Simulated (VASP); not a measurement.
La5Si15HRh5 (a cell with a defect): single point with PBEsol

System: La5Si15HRh5 (a cell with a defect).

```xyz
26
Lattice="-6.3595 -2.1198 4.8931 -2.1198 6.3595 -4.8931 2.1198 -6.3595 -4.8931" Properties=species:S:1:pos:R:3 pbc="T T T"
La   -2.0830   -2.0798   -4.9254
La   -0.0429    0.0353   -9.8278
La   -2.1153    2.1400   -4.9127
La   -4.2365   -4.2156   -0.0153
La   -4.2367    0.0445    0.0031
Rh   -4.2458    4.2637   -3.4068
Rh   -6.3572   -2.0894    1.4880
Rh    0.0011   -4.2159   -3.4121
Rh   -4.2387   -4.1685   -3.4005
Rh   -4.2377    0.0200   -3.3994
Si   -2.1055   -2.0981   -0.8828
Si   -0.0085    0.0231   -5.7734
Si   -0.0013   -4.2068   -5.7882
Si   -6.3583    2.1109   -0.9290
Si   -4.2395    0.0250   -5.7794
Si   -4.2278    2.1435   -2.3489
Si    0.0025   -2.0949   -2.3531
Si   -2.1241    0.0240   -7.2416
Si   -6.3533    0.0264    2.5459
Si   -4.2305   -2.0486   -2.2385
Si   -4.2405   -2.1113    2.5581
Si   -2.1192    0.0215   -2.3506
Si   -2.1001   -4.2250   -2.3304
Si   -0.0171   -2.1055   -7.2358
Si   -6.3612   -0.0159   -2.3557
H    -4.2480   -2.6428   -4.0386
```

```yaml
Program: VASP 6.6.1
Task: single point
Functional: PBEsol
Potentials_or_basis: VASP PAW PBE potentials, release 64 (La, Rh_pv, Si, H)
Cutoff: 520 eV
k_mesh: 3 × 3 × 3
Occupations: gaussian, width 0.05 eV
Spin: no spin polarisation
Dipole_correction: no
Further_INCAR_settings: LREAL = Auto; ALGO = Normal; EDIFF = 1e-06; NBANDS = 114
```

```json
{"Pressure": "0.8 GPa", "Largest force": "0.017 eV/Å", "Band gap on the k mesh": "zero (an odd number of electrons rules out a gap without spin polarisation)"}
```

Forces in eV/Å, atoms in the order of the input:
```
La   0.002  0.001  0.001
La  -0.002 -0.001  0.003
La  -0.002  0.001  0.002
La   0.001 -0.001  0.003
La   0.001  0.001  0.001
Rh  -0.001  0.002 -0.014
Rh   0.000  0.000 -0.012
Rh   0.000  0.000 -0.012
Rh   0.001 -0.010 -0.007
Rh   0.001  0.002 -0.017
Si   0.001  0.000 -0.001
Si   0.002  0.000  0.001
Si   0.001 -0.001 -0.003
Si   0.001  0.001 -0.001
Si  -0.002 -0.002 -0.003
Si   0.000  0.001  0.005
Si  -0.003 -0.001  0.005
Si  -0.001  0.001  0.004
Si   0.002  0.005  0.005
Si  -0.003 -0.004  0.011
Si   0.001 -0.002  0.009
Si  -0.002 -0.003  0.005
Si  -0.003  0.000  0.005
Si   0.002  0.002  0.005
Si   0.003 -0.001  0.006
H    0.001  0.008 -0.003
```

Stress tensor (GPa, compression positive):
```
1.43 0.06 0.01
0.06 0.76 0.18
0.01 0.18 0.20
```

Levels at points of the mesh, in eV from the Fermi level:
```tsv
k point	band 92	band 93	band 94	band 95	band 96	band 97	band 98	band 99	band 100	band 101
(0.00, 0.00, 0.00)	-1.08	-1.07	-1.06	0.10	0.19	0.70	0.77	0.78	0.81	1.11
```

Run time: 21 min on 1 thread of Intel(R) Xeon(R) Platinum 8559C (Emerald Rapids), with other jobs on the host, peak memory 0.87 GiB.

Caveat: the PAW data sets were made with another functional, which shifts forces and pressure a little; spin-orbit coupling is left out, which moves the levels of the heavy elements; an odd number of electrons without spin polarisation forces a metal; a magnetic or distorted state may lie lower.
